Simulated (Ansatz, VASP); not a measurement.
**One calculation of BN, two programs**

```xyz
2
Lattice="2.4568 0.0000 0.0000 -1.2213 2.1318 0.0000 -0.6178 -1.0659 2.9608" Properties=species:S:1:pos:R:3 pbc="T T T"
N     0.6280   -0.3413    2.9164
B     1.2046    2.0947    0.0053
```

Change from the starting cell: volume scaled by 0.94.

Alike in both runs: task single point; functional PBEsol; k mesh 13 × 13 × 9; occupations fermi-dirac, width 0.05 eV; no spin polarisation.

|  | VASP | Ansatz |
| --- | --- | --- |
| version | VASP 6.6.1 | Ansatz 0.2.0 |
| potentials or method | VASP PAW PBE potentials, release 64 (N, B), cutoff 520 eV | all-electron LAPW, scalar-relativistic |

Ansatz gave:

* gap on the k mesh at the Fermi level (eV): 2.67
* least direct gap on the mesh (eV): 4.61
* pressure (GPa): 20.2
* traceless stress, the component that is largest in VASP (GPa): 15.69
* rms of the force components (eV/Å): 1.815

Q: Which values does VASP return?

A: gap on the k mesh at the Fermi level (eV): 2.66; least direct gap on the mesh (eV): 4.61; pressure (GPa): 20.6; traceless stress, the component that is largest in VASP (GPa): 16.03; rms of the force components (eV/Å): 1.812.

VASP's potentials were made for PBE, not for PBEsol. Atom by atom the forces differ by 0.004 eV/Å (rms over components). Ansatz ran all-electron here, and VASP with PAW potentials.
